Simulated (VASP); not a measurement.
Wanted: the native input for a VASP 6.6.1 run.

| Quantity | Value |
| --- | --- |
| Task | relaxation of cell and atoms |
| Functional | LDA |
| Potentials or basis | VASP PAW LDA potentials, release 64 (Ir, O) |
| Cutoff | 600 eV |
| k mesh | 8 × 8 × 12 |
| Occupations | gaussian, width 0.1 eV |
| Spin | no spin polarisation |
| Dipole correction | no |
| Further INCAR settings | ALGO = Normal; EDIFF = 1e-07; IBRION = 2; EDIFFG = -0.005; NSW = 70; ISIF = 3 |

The structure of IrO2 lies in POSCAR:

```
IrO2
1.0
    4.5288198217      0.0000000000      0.0000000000
    0.0000000000      4.5288198217      0.0000000000
    0.0000000000      0.0000000000      3.1798360823
Ir O
2 4
Direct
    0.0000000000      0.0000000000      0.0000000000
    0.5000000000      0.5000000000      0.5000000000
    0.3084157491      0.3084157491      0.0000000000
    0.1915842509      0.8084157491      0.5000000000
    0.6915842509      0.6915842509      0.0000000000
    0.8084157491      0.1915842509      0.5000000000
```

These files were run (other wordings do the same):

INCAR

```
SYSTEM = IrO2
ALGO     = Normal         ! electronic algorithm
EDIFF    = 1E-7           ! SCF threshold, eV
EDIFFG   = -0.005         ! ionic threshold
ENCUT    = 600            ! plane-wave cutoff, eV
GGA_COMPAT= .FALSE.      
IBRION   = 2              ! ionic algorithm
ISIF     = 3              ! what is computed and relaxed
ISMEAR   = 0              ! smearing method
LASPH    = .TRUE.         ! aspherical terms in the spheres
LCHARG   = .FALSE.        ! write CHGCAR
LREAL    = .FALSE.        ! projectors in reciprocal space
LWAVE    = .FALSE.        ! write WAVECAR
NELM     = 120            ! most SCF steps
NELMIN   = 4            
NSW      = 70             ! ionic steps
PREC     = Accurate       ! precision mode
SIGMA    = 0.1            ! smearing width, eV
```

KPOINTS

```
k-points
0
G
  8 8 12
  0 0 0
```

Potentials or basis: VASP PAW LDA potentials, release 64 (Ir, O).

Launch:

```sh
$ cat potpaw_LDA.64/Ir/POTCAR potpaw_LDA.64/O/POTCAR > POTCAR
$ mpirun -np 1 vasp_std > vasp.out
```

Results of the run:

| Item | Value |
| --- | --- |
| Relaxed volume | 10.39 Å³/atom |
| Relaxed cell | a = 4.449 Å, b = 4.449 Å, c = 3.148 Å, α = 90.00°, β = 90.00°, γ = 90.00° |
| Space group after relaxing (to 0.1 Å) | P4_2/mnm (No. 136) |
| Energy gained by relaxing | 20.2 meV/atom |
| Ionic steps | 12 |
| Pressure after relaxing | 0.0 GPa |
| Largest force after relaxing | 0.005 eV/Å |
| Band gap on the k mesh | zero (bands 21 and 22 overlap by 1.43 eV) |

Caveat: spin-orbit coupling is left out, which moves the levels of the heavy elements.

Wall time 17 min on 1 thread of Oxide Virtual Turin-like Processor, with other jobs on the host, peak memory 0.26 GiB.
